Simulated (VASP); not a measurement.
Crystal: Zn.

```
Zn
1.0
     2.63332    0.00000    0.00000
    -1.31666    2.28052    0.00000
     0.00000    0.00000    5.10824
Zn
2
Direct
  0.33333 0.66667 0.25000
  0.66667 0.33333 0.75000
```

| Property | Result |
| --- | --- |
| Program | VASP 6.6.1 |
| Task | relaxation of cell and atoms |
| Functional | PBE |
| Dispersion | D3(BJ) |
| Potentials or basis | VASP PAW PBE potentials, release 64 (Zn) |
| Cutoff | 600 eV |
| k mesh | 18 × 18 × 8 |
| Occupations | gaussian, width 0.1 eV |
| Spin | no spin polarisation |

At the start: pressure -4.0 GPa; volume 15.34 Å³/atom.

Problem. How do energy, volume and symmetry change on relaxing?

Solution. Over 10 steps the energy falls by 13.8 meV/atom and the volume is 14.29 Å³/atom (-6.8 %); space group P6_3/mmc (No. 194, to 0.1 Å) before and after.

Step by step:
| step | energy change (eV) | largest force (eV/Å) | pressure (GPa) | volume (Å³) |
| --- | --- | --- | --- | --- |
| 1 | 0.0000 | 0.0000 | -4.04 | 30.68 |
| 2 | -0.0207 | 0.0000 | 0.46 | 28.99 |
| 3 | -0.0208 | 0.0000 | 0.03 | 29.13 |
| 4 | -0.0235 | 0.0000 | -0.11 | 29.01 |
| 5 | -0.0272 | 0.0000 | 0.14 | 28.64 |
| 6 | -0.0274 | 0.0000 | 0.24 | 28.54 |
| 7 | -0.0274 | 0.0000 | 0.35 | 28.49 |
| 8 | -0.0274 | 0.0000 | -0.47 | 28.72 |
| 9 | -0.0275 | 0.0000 | -0.10 | 28.61 |
| 10 | -0.0275 | 0.0000 | 0.04 | 28.58 |

Final structure:
```
Zn
1.0
     2.62092    0.00000    0.00000
    -1.31046    2.26978    0.00000
     0.00000    0.00000    4.80493
Zn
2
Direct
  0.33333 0.66667 0.25000
  0.66667 0.33333 0.75000
```
